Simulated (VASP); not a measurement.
# BaTiO3 (Pm-3m) in VASP: notebook

BaTiO3 is run at these levels: HSE06, LDA, PBEsol, PBE; tasks: single point.

Everything below comes from runs of VASP 6.6.1. Logs are shortened: lines on timing, memory, paths and dates and some standing lists are left out, and cuts for length are marked.

### 1 The cell of the first run

The structure is cubic, space group Pm-3m (No. 221). Conventional cell: a = 3.994 Å, b = 3.994 Å, c = 3.994 Å, α = 90.00°, β = 90.00°, γ = 90.00°. Ba (site symmetry m-3m) has 12 O at 2.82 Å and 8 Ti at 3.46 Å within 3.7 Å. Within 2.6 Å of Ti (site symmetry m-3m) lie 6 O at 2.00 Å. Within 2.6 Å of O (site symmetry 4/mmm) lie 2 Ti at 2.00 Å.

### 2 Single point, HSE06

Input file POSCAR:

```
BaTiO3
1.0
    3.9940959787      0.0000000000      0.0000000000
    0.0000000000      3.9940959787      0.0000000000
    0.0000000000      0.0000000000      3.9940959787
Ba Ti O
1 1 3
Direct
    0.5000000000      0.5000000000      0.5000000000
    0.0000000000      0.0000000000      0.0000000000
    0.5000000000      0.0000000000      0.0000000000
    0.0000000000      0.5000000000      0.0000000000
    0.0000000000      0.0000000000      0.5000000000
```

Input file INCAR.step1:

```
PREC = Accurate
ENCUT = 520
EDIFF = 1E-5
ISMEAR = 0
SIGMA = 0.01
LREAL = False
LASPH = True
NELM = 100
ALGO = Normal
ISIF = 2
LWAVE = True
GGA = PE
NBANDS = 28
```

Input file INCAR.step2:

```
PREC = Accurate
ENCUT = 520
EDIFF = 1E-6
ISMEAR = 0
SIGMA = 0.01
LREAL = False
LASPH = True
NELM = 100
ALGO = Normal
ISIF = 2
LWAVE = False
LCHARG = True
GGA = PE
LHFCALC = True
HFSCREEN = 0.2079
PRECFOCK = Fast
LELF = True
LVHAR = True
ISTART = 1
NBANDS = 28
```

Input file KPOINTS:

```
regular mesh
0
Gamma
  4 4 4
```

Potentials or basis: VASP PAW PBE potentials, release 64 (Ba_sv, Ti_sv, O).

The run is started by

```sh
> cat potpaw_PBE.64/Ba_sv/POTCAR potpaw_PBE.64/Ti_sv/POTCAR potpaw_PBE.64/O/POTCAR > POTCAR
> cp INCAR.step1 INCAR
> mpirun -np 1 vasp_std > vasp.out
> cp INCAR.step2 INCAR
> mpirun -np 1 vasp_std > vasp.out
```

OUTCAR:

```text
PREC = Accurate
   ENCUT = 520
   EDIFF = 1E-6
   ISMEAR = 0
   LREAL = False
   LASPH = True
   NELM = 100
   ISIF = 2
   GGA = PE
   LHFCALC = True
   HFSCREEN = 0.2079
   PRECFOCK = Fast
   ISTART = 1

 ion  position               nearest neighbor table
   1  0.500  0.500  0.500-   3 2.82   4 2.82   5 2.82   3 2.82   4 2.82   3 2.82   5 2.82   3 2.82
                             4 2.82   5 2.82   4 2.82   5 2.82   2 3.46   2 3.46   2 3.46   2 3.46
   2  0.000  0.000  0.000-   3 2.00   4 2.00   5 2.00   5 2.00   4 2.00   3 2.00   1 3.46   1 3.46
                             1 3.46   1 3.46   1 3.46   1 3.46   1 3.46   1 3.46
   3  0.500  0.000  0.000-   2 2.00   2 2.00   1 2.82   1 2.82   1 2.82   1 2.82
   4  0.000  0.500  0.000-   2 2.00   2 2.00   1 2.82   1 2.82   1 2.82   1 2.82
   5  0.000  0.000  0.500-   2 2.00   2 2.00   1 2.82   1 2.82   1 2.82   1 2.82

  LATTYP: Found a simple cubic cell.
 ALAT       =     3.9940959787

  Lattice vectors:

 A1 = (   3.9940959787,   0.0000000000,   0.0000000000)
 A2 = (   0.0000000000,   3.9940959787,   0.0000000000)
 A3 = (   0.0000000000,   0.0000000000,   3.9940959787)

Analysis of symmetry for initial positions (statically):
=====================================================================
 Subroutine PRICEL returns:
 Original cell was already a primitive cell.

 Routine SETGRP: Setting up the symmetry group for a
 simple cubic supercell.

 Subroutine GETGRP returns: Found 48 space group operations
 (whereof 48 operations were pure point group operations)
 out of a pool of 48 trial point group operations.

The static configuration has the point symmetry O_h .

Analysis of symmetry for dynamics (positions and initial velocities):
=====================================================================
 Subroutine PRICEL returns:
 Original cell was already a primitive cell.

 Routine SETGRP: Setting up the symmetry group for a
 simple cubic supercell.

 Subroutine GETGRP returns: Found 48 space group operations
 (whereof 48 operations were pure point group operations)
 out of a pool of 48 trial point group operations.

The dynamic configuration has the point symmetry O_h .

 Subroutine INISYM returns: Found 48 space group operations
 (whereof 48 operations are pure point group operations),
 and found     1 'primitive' translations

----------------------------------------------------------------------------------------
[... 93 lines left out ...]
   TEBEG  =    0.0;   TEEND  =   0.0 temperature during run
   PSTRESS=    0.0 pullay stress
   NELECT =      40.0000    total number of electrons
   NUPDOWN=      -1.0000    fix difference up-down
   EMIN   =  10.00;   EMAX   =-10.00  energy-range for DOS
   EFERMI =   0.00;   METHOD = LEGACY
   ISMEAR =     0;   SIGMA  =   0.01  broadening in eV -4-tet -1-fermi 0-gaus
   EFERMI_NEDOS =   21; number of points for ismear=-14 and -15
   IALGO  =     38    algorithm
   IMIX   =      1    mixing-type and parameters
     AMIX     =   0.40;   BMIX     =  1.00
     AMIX_MAG =   1.60;   BMIX_MAG =  1.00
  volume/ion in A,a.u.               =      12.74        86.00
  Fermi-wavevector in a.u.,A,eV,Ry     =   1.401769  2.648959 26.734839  1.964955
  Thomas-Fermi vector in A             =   2.524597
   LORBIT       =      0    0 simple, 1 ext, 2 COOP (PROOUT), +10 PAW based schemes
   GGA     = PE    functional components
   LHFCALC =     T    Hartree Fock is set to
   PRECFOCK=fast      Normal, Fast or Accurate (Low or Medium for compatibility)
   ENCUT4O =  -1.0   cutoff for four orbital integrals eV
   NKREDX  =     1    reduce k-point grid by
   NKREDY  =     1    reduce k-point grid by
   NKREDZ  =     1    reduce k-point grid by
   AEXX    =    0.2500 exact exchange contribution
   HFSCREEN=    0.2079 screening length (either q_TF or 0.3 A-1)
   HFSCREENC=   0.2079 screening length for correlation (either q_TF or 0.3 A-1)
   ENCUTFOCK=  -1.0 apply spherical cutoff to Coloumb kernel
   IVDW    =     0    specifies the selected vdW correction
   LEPSILON=     F    determine dielectric tensor
   LRPA    =     F    only Hartree local field effects (RPA)
 non-spin polarized calculation
 Gauss-broadening in eV      SIGMA  =   0.01
  energy-cutoff  :      520.00
  volume of cell :       63.72
 maximum number of plane-waves:      1747
 NGX is ok and might be reduce to    30
  NGX = 16; NGY = 16; NGZ = 16

 number of electron      39.9999976 magnetization

 Free energy of the ion-electron system (eV)
  ---------------------------------------------------
  ext. energy  EPLUGINS =         0.00000000
  ---------------------------------------------------
  free energy    TOTEN  =       -48.37934825 eV

  energy without entropy =      -48.37934825  energy(sigma->0) =      -48.37934825

 E-fermi :   2.9237     XC(G=0):  -9.2821

 val. band max:        2.8488293840   @ k =   0.5000   0.5000   0.5000
 cond. band min:       5.9896020724   @ k =   0.0000   0.0000   0.0000
 fundamental gap:      3.1407726884
 Fermi energy:         2.9237298077

 k-point     1 :       0.0000    0.0000    0.0000
  band No.  band energies     occupation
      1     -58.1966      2.00000
      2     -32.7408      2.00000
      3     -32.7408      2.00000
      4     -32.7408      2.00000
      5     -23.2699      2.00000
      6     -15.6802      2.00000
[... 299 lines left out ...]
     27      12.3966      0.00000
     28      12.3966      0.00000

------------------------ aborting loop because EDIFF is reached ----------------------------------------

  FORCE on cell =-STRESS in cart. coord.  units (eV):
  Direction    XX          YY          ZZ          XY          YZ          ZX
  --------------------------------------------------------------------------------------
  -------------------------------------------------------------------------------------
  Total       -0.2275001     -0.2275001     -0.2275001     -0.0000000     -0.0000000      0.0000000
  in kB       -5.7205365     -5.7205365     -5.7205365     -0.0000000     -0.0000000      0.0000000
  external PRESSURE =      -5.7205365 kB  Pullay stress =       0.0000000 kB

 VOLUME and BASIS-vectors are now :
 -----------------------------------------------------------------------------
  energy-cutoff  :      520.00
  volume of cell :       63.72
      direct lattice vectors                 reciprocal lattice vectors
     3.994095979  0.000000000  0.000000000     0.250369547  0.000000000  0.000000000
     0.000000000  3.994095979  0.000000000     0.000000000  0.250369547  0.000000000
     0.000000000  0.000000000  3.994095979     0.000000000  0.000000000  0.250369547

 POSITION                                       TOTAL-FORCE (eV/Angst)
 -----------------------------------------------------------------------------------
      1.99705      1.99705      1.99705         0.000000      0.000000      0.000000
      0.00000      0.00000      0.00000         0.000000      0.000000      0.000000
      1.99705      0.00000      0.00000         0.000000      0.000000      0.000000
      0.00000      1.99705      0.00000         0.000000      0.000000      0.000000
      0.00000      0.00000      1.99705         0.000000      0.000000      0.000000
 -----------------------------------------------------------------------------------
    total drift:                                0.000000      0.000000      0.000000

  FREE ENERGIE OF THE ION-ELECTRON SYSTEM (eV)
  ---------------------------------------------------
  free  energy   TOTEN  =       -48.3793482530 eV

  energy  without entropy=      -48.3793482530  energy(sigma->0) =      -48.37934825
```

OUTCAR.step1:

```text
PREC = Accurate
   ENCUT = 520
   EDIFF = 1E-5
   ISMEAR = 0
   LREAL = False
[... 528 lines left out ...]
      0.00000      0.00000      0.00000         0.000000      0.000000      0.000000
      1.99705      0.00000      0.00000         0.000000      0.000000      0.000000
      0.00000      1.99705      0.00000         0.000000      0.000000      0.000000
      0.00000      0.00000      1.99705         0.000000      0.000000      0.000000
 -----------------------------------------------------------------------------------
    total drift:                                0.000000     -0.000000      0.000000

  FREE ENERGIE OF THE ION-ELECTRON SYSTEM (eV)
  ---------------------------------------------------
  free  energy   TOTEN  =       -39.9378944203 eV

  energy  without entropy=      -39.9378944203  energy(sigma->0) =      -39.93789442
```

Run time: 15 min. Hardware: 1 thread of Intel Xeon Platinum 8259CL at 2.50GHz (Skylake/Cascade Lake), shared host; peak memory 0.29 GiB.

Results:

| Item | Value |
| --- | --- |
| Free energy | -48.3793 eV |
| Pressure | -0.6 GPa |
| Band gap on the k mesh | 3.14 eV (least direct gap 3.26 eV) |

Caveat: the PAW data sets were made with another functional, which shifts forces and pressure a little; spin-orbit coupling is left out, which moves the levels of the heavy elements. A k mesh can miss the band edges.

### 3 Single point, LDA

This run uses another cell than the first one, of 12.18 Å³/atom.

Input file INCAR:

```
SYSTEM = BaTiO3
PREC = Accurate
ENCUT = 520
EDIFF = 1E-6
ISMEAR = -1
SIGMA = 0.02
LREAL = .False.
LASPH = .True.
NELM = 100
ALGO = Normal
ISIF = 2
LWAVE = .False.
LCHARG = .False.
NBANDS = 28
```

Input file KPOINTS:

```
Automatic mesh
0
Gamma
  6 6 6
  0 0 0
```

POSCAR: that of step 2 with these lines changed.

```diff
@@ -2,5 +2,5 @@
 1.0
-    3.9940959787      0.0000000000      0.0000000000
-    0.0000000000      3.9940959787      0.0000000000
-    0.0000000000      0.0000000000      3.9940959787
+    3.9345626680      0.0000000000      0.0000000000
+    0.0000000000      3.9345626680      0.0000000000
+    0.0000000000      0.0000000000      3.9345626680
 Ba Ti O
```

Potentials or basis: VASP PAW LDA potentials, release 64 (Ba_sv, Ti_sv, O).

The run is started by

```sh
> cat potpaw_LDA.64/Ba_sv/POTCAR potpaw_LDA.64/Ti_sv/POTCAR potpaw_LDA.64/O/POTCAR > POTCAR
> mpirun -np 1 vasp_std > vasp.out
```

It took 42 s on 1 thread of Intel Xeon 8259CL, shared host; peak memory 0.17 GiB.

The run converged. Its results:

* Free energy: -44.1489 eV
* Pressure: 2.6 GPa
* Band gap on the k mesh: 1.75 eV (least direct gap 1.84 eV)

Levels at points of the mesh, in eV from the valence-band top:
| k point | band 18 | band 19 | band 20 | band 21 | band 22 | band 23 |
| --- | --- | --- | --- | --- | --- | --- |
| (0.00, 0.00, 0.00) | -0.09 | -0.09 | -0.09 | 1.75 | 1.75 | 1.75 |
| (0.50, 0.00, 0.00) | -1.92 | -0.72 | -0.72 | 1.94 | 3.72 | 3.72 |
| (0.50, 0.50, 0.00) | -0.83 | -0.83 | -0.10 | 3.73 | 3.73 | 4.16 |
| (0.50, 0.50, 0.50) | 0.00 | 0.00 | 0.00 | 4.47 | 4.47 | 4.47 |

Caveat: spin-orbit coupling is left out, which moves the levels of the heavy elements. A hybrid or GW would open this gap; LDA tends to underestimate it.

### 4 Single point, PBEsol

This run uses another cell than the first one, of 12.51 Å³/atom.

Input file INCAR:

```
PREC = Accurate
ENCUT = 520
EDIFF = 1E-7
ISMEAR = -1
SIGMA = 0.02
LREAL = F
LASPH = T
NELM = 60
ALGO = Normal
ISIF = 2
LWAVE = F
LCHARG = F
GGA = PS
NBANDS = 28
```

Input file KPOINTS:

```
Automatic mesh
0
Gamma
  6 6 6
```

POSCAR: that of step 3 with these lines changed.

```diff
@@ -2,5 +2,5 @@
 1.0
-    3.9345626680      0.0000000000      0.0000000000
-    0.0000000000      3.9345626680      0.0000000000
-    0.0000000000      0.0000000000      3.9345626680
+    3.9699011555      0.0000000000      0.0000000000
+    0.0000000000      3.9699011555      0.0000000000
+    0.0000000000      0.0000000000      3.9699011555
 Ba Ti O
```

Potentials or basis: VASP PAW PBE potentials, release 64 (Ba_sv, Ti_sv, O).

The run is started by

```sh
> cat potpaw_PBE.64/Ba_sv/POTCAR potpaw_PBE.64/Ti_sv/POTCAR potpaw_PBE.64/O/POTCAR > POTCAR
> mpirun -np 1 vasp_std > vasp.out
```

Wall time 64 s (1 thread of Intel Xeon 8259CL, shared host); peak memory 0.19 GiB.

Results (log left out):

```
Free energy            : -41.9762 eV
Pressure               : 2.0 GPa
Band gap on the k mesh : 1.74 eV (least direct gap 1.86 eV)
```

Levels at points of the mesh, in eV from the valence-band top:
| k point | band 18 | band 19 | band 20 | band 21 | band 22 | band 23 |
| --- | --- | --- | --- | --- | --- | --- |
| (0.00, 0.00, 0.00) | -0.12 | -0.12 | -0.12 | 1.74 | 1.74 | 1.74 |
| (0.50, 0.00, 0.00) | -1.89 | -0.72 | -0.72 | 1.92 | 3.61 | 3.61 |
| (0.50, 0.50, 0.00) | -0.86 | -0.86 | -0.10 | 3.62 | 3.62 | 4.04 |
| (0.50, 0.50, 0.50) | 0.00 | 0.00 | 0.00 | 4.32 | 4.32 | 4.32 |

Caveat: the PAW data sets were made with another functional, which shifts forces and pressure a little; spin-orbit coupling is left out, which moves the levels of the heavy elements. A k mesh can miss the band edges.

### 5 Single point, PBE

Input file INCAR:

```
SYSTEM = BaTiO3
PREC     = Accurate       ! precision mode
ENCUT    = 520            ! plane-wave cutoff, eV
EDIFF    = 1E-6           ! SCF threshold, eV
ISMEAR   = -1             ! smearing method
SIGMA    = 0.02           ! smearing width, eV
LREAL    = .False.        ! projectors in reciprocal space
LASPH    = .True.         ! aspherical terms in the spheres
NELM     = 60             ! most SCF steps
ALGO     = Normal         ! electronic algorithm
ISIF     = 2              ! what is computed and relaxed
LWAVE    = .False.        ! write WAVECAR
LCHARG   = .False.        ! write CHGCAR
GGA      = PE             ! functional
NBANDS   = 28             ! bands
```

Input file KPOINTS:

```
Automatic mesh
0
Gamma
  6 6 6
  0 0 0
```

POSCAR: that of step 4 with these lines changed.

```diff
@@ -2,5 +2,5 @@
 1.0
-    3.9699011555      0.0000000000      0.0000000000
-    0.0000000000      3.9699011555      0.0000000000
-    0.0000000000      0.0000000000      3.9699011555
+    3.9940959787      0.0000000000      0.0000000000
+    0.0000000000      3.9940959787      0.0000000000
+    0.0000000000      0.0000000000      3.9940959787
 Ba Ti O
```

The run is started by

```sh
> cat potpaw_PBE.64/Ba_sv/POTCAR potpaw_PBE.64/Ti_sv/POTCAR potpaw_PBE.64/O/POTCAR > POTCAR
> mpirun -np 1 vasp_std > vasp.out
```

Wall time 63 s (1 thread of Intel Xeon 8259CL, shared host); peak memory 0.19 GiB.

The run converged. Its results:

```
Free energy            : -39.9544 eV
Pressure               : 5.0 GPa
Band gap on the k mesh : 1.76 eV (least direct gap 1.90 eV)
```

Levels at points of the mesh, in eV from the valence-band top:
```tsv
k point	band 17	band 18	band 19	band 20	band 21	band 22	band 23	band 24
(0.00, 0.00, 0.00)	-1.10	-0.14	-0.14	-0.14	1.76	1.76	1.76	3.95
(0.50, 0.00, 0.00)	-1.84	-1.84	-0.71	-0.71	1.92	3.52	3.52	3.95
(0.50, 0.50, 0.00)	-1.72	-0.87	-0.87	-0.09	3.52	3.52	3.94	4.81
(0.50, 0.50, 0.50)	-2.40	0.00	0.00	0.00	4.20	4.20	4.20	6.75
```

Caveat: the cell stands under pressure; spin-orbit coupling is left out, which moves the levels of the heavy elements.

[end of part 1 of 2]
